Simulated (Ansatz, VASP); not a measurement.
CuI: VASP beside Ansatz

```
Cu I
1.0
     4.30048    0.00000    0.00000
    -2.15024    3.72432    0.00000
     0.00000    0.00000    7.93046
Cu I
2 2
Cartesian
  0.0000 2.4829 1.9826
  2.1502 1.2414 5.9478
  2.1502 1.2414 1.9826
  0.0000 2.4829 5.9478
```

Alike in both runs: task single point; functional PBE; k mesh 6 × 6 × 4; no spin polarisation.

|  | VASP | Ansatz |
| --- | --- | --- |
| version | VASP 6.6.1 | Ansatz 0.2.0 |
| potentials or method | VASP PAW PBE potentials, release 64 (Cu, I) | plane waves, PAW |
| plane-wave cutoff (eV) | 520 | 420 |
| occupations | gaussian, width 0.01 eV | fixed |
| valence electrons in the cell | 36 | 72 |

```csv
,VASP,Ansatz,Ansatz less VASP
gap on the k mesh at the Fermi level (eV),1.32,1.30,-0.018
pressure (GPa),2.3,2.2,-0.07
"traceless stress, the component that is largest in VASP (GPa)",-1.98,-1.95,+0.032
```

VASP's potentials hold 36 valence electrons a cell and Ansatz's 72, so a difference there can come from the potentials and not from the codes.

Spin-orbit coupling is off throughout.
